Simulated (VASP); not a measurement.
Here is a VASP 6.6.1 calculation.

The input INCAR:

```
PREC = Accurate
ENCUT = 520
EDIFF = 1E-6
ISMEAR = -1
SIGMA = 0.1
LREAL = False
LASPH = True
NELM = 100
ALGO = Normal
ISIF = 2
LWAVE = False
LCHARG = False
GGA = PE
NBANDS = 10
```

Contents of KPOINTS:

```
Automatic mesh
0
Gamma
  13 13 13
```

File POSCAR:

```
Al
1.0
    0.0000000000      2.8078364931      2.8078364931
    2.8078364931      0.0000000000      2.8078364931
    2.8078364931      2.8078364931      0.0000000000
Al
2
Direct
   -0.1250000000     -0.1250000000     -0.1250000000
    0.1250000000      0.1250000000      0.1250000000
```

Potentials or basis: VASP PAW PBE potentials, release 64 (Al).

Run with:

```console
$ cat potpaw_PBE.64/Al/POTCAR > POTCAR
$ mpirun -np 1 vasp_std > vasp.out
```

Estimate the band gap on the k mesh.

zero (band 3 reaches 6.89 eV, above the bottom of band 4 at 2.83 eV).

What does it give for the pressure?

13.0 GPa.
